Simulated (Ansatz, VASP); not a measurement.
# Cl in VASP and in Ansatz

The input INCAR:

```
SYSTEM = Cl
PREC = Accurate
ENCUT = 520
EDIFF = 1E-6
ISMEAR = 0
SIGMA = 0.02
LREAL = .False.
LASPH = .True.
NELM = 60
ALGO = Normal
ISIF = 2
LWAVE = .False.
LCHARG = .False.
GGA = PE
NBANDS = 22
```

Contents of KPOINTS:

```
regular mesh
0
Gamma
  8 8 4
  0 0 0
```

POSCAR

```
Cl
1.0
    4.0797842105     -2.4330349474      0.0000000000
    4.0797842105      2.4330349474      0.0000000000
   -2.2787597619      0.0000000000     10.5629618817
Cl
4
Direct
    0.0504000000      0.0504000000      0.0996000000
    0.9496000000      0.9496000000      0.9004000000
    0.5050000000      0.5050000000      0.6000000000
    0.4950000000      0.4950000000      0.4000000000
```

Input for Ansatz:

```yaml
crystal:
  lattice:
    - [4.0797842105, -2.4330349474, 0.0]
    - [4.0797842105, 2.4330349474, 0.0]
    - [-2.2787597619, 0.0, 10.5629618817]
  atoms:
    - { symbol: Cl, position: [0.0504, 0.0504, 0.0996] }
    - { symbol: Cl, position: [0.9496, 0.9496, 0.9004] }
    - { symbol: Cl, position: [0.505, 0.505, 0.6] }
    - { symbol: Cl, position: [0.495, 0.495, 0.4] }
basis:
  ecutwfc: 420
kpoints:
  mp_grid: { grid: [8, 8, 4] }
hamiltonian:
  xc: pbe
scf:
  occupations: { method: gaussian, width: 0.02 }
output:
  forces: true
  stress: true
  eigenvalues: true
```

Alike in both runs: task single point; functional PBE; k mesh 8 × 8 × 4; occupations gaussian, width 0.02 eV; no spin polarisation.

|  | VASP | Ansatz |
| --- | --- | --- |
| version | VASP 6.6.1 | Ansatz 0.2.0 |
| potentials or method | VASP PAW PBE potentials, release 64 (Cl), cutoff 520 eV | scalar-relativistic, plane waves, PAW |
| valence electrons in the cell | 28 | 28 |

Ansatz gave:

| Property | Result |
| --- | --- |
| gap on the k mesh at the Fermi level (eV) | 1.71 |
| least direct gap on the mesh (eV) | 1.71 |
| pressure (GPa) | -2.2 |
| traceless stress, the component that is largest in VASP (GPa) | -3.94 |
| rms of the force components (eV/Å) | 1.043 |

Task: Which values does VASP return?

Result: gap on the k mesh at the Fermi level (eV): 1.74; least direct gap on the mesh (eV): 1.74; pressure (GPa): -2.3; traceless stress, the component that is largest in VASP (GPa): -4.14; rms of the force components (eV/Å): 1.099.

Atom by atom the forces differ by 0.055 eV/Å (rms over components). The functional is the same, so the differences come from potentials, cutoffs and numerics.
